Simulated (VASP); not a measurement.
A run of VASP 6.6.1 is set up as follows.

The input POSCAR:

```
MnPt3
1.0
    3.9478313995      0.0000000000      0.0000000000
    0.0000000000      3.9478313995      0.0000000000
    0.0000000000      0.0000000000      3.9478313995
Mn Pt
1 3
Direct
    0.0000000000      0.0000000000      0.0000000000
    0.0000000000      0.5000000000      0.5000000000
    0.5000000000      0.0000000000      0.5000000000
    0.5000000000      0.5000000000      0.0000000000
```

INCAR.step1

```
ALGO = Normal ; EDIFF = 1E-4
ENCUT = 520 ; GGA = PE
ISMEAR = 0 ; ISPIN = 2
LASPH = True ; LCHARG = False
LMAXMIX = 4 ; LREAL = False
LWAVE = True ; MAGMOM = 4.46 0.21 0.21 0.21
NBANDS = 34 ; NELM = 150
PREC = Accurate ; SIGMA = 0.1
```

Contents of INCAR.step2:

```
ALGO = Normal ; EDIFF = 1E-6
ENCUT = 520 ; ISIF = 2
ISMEAR = 0 ; ISPIN = 2
ISTART = 1 ; LASPH = True
LCHARG = True ; LELF = True
LMAXMIX = 4 ; LMIXTAU = True
LORBIT = 11 ; LREAL = False
LVHAR = True ; LWAVE = False
MAGMOM = 4.46 0.21 0.21 0.21 ; METAGGA = R2SCAN
NBANDS = 34 ; NELM = 150
PREC = Accurate ; SIGMA = 0.1
```

Contents of KPOINTS:

```
k-points
0
Gamma
  12 12 12
```

Potentials or basis: VASP PAW PBE potentials, release 64 (Mn_pv, Pt).

Run with:

```sh
$ cat potpaw_PBE.64/Mn_pv/POTCAR potpaw_PBE.64/Pt/POTCAR > POTCAR
$ cp INCAR.step1 INCAR
$ mpirun -np 1 vasp_std > vasp.out
$ cp INCAR.step2 INCAR
$ mpirun -np 1 vasp_std > vasp.out
```

Task: What does it give for the net moment?

Result: 4.62 μB per cell.

Task: What does it give for the pressure?

Result: -5.9 GPa.

Caveat: the cell stands under tension; the PAW data sets were made with another functional, which shifts forces and pressure a little.
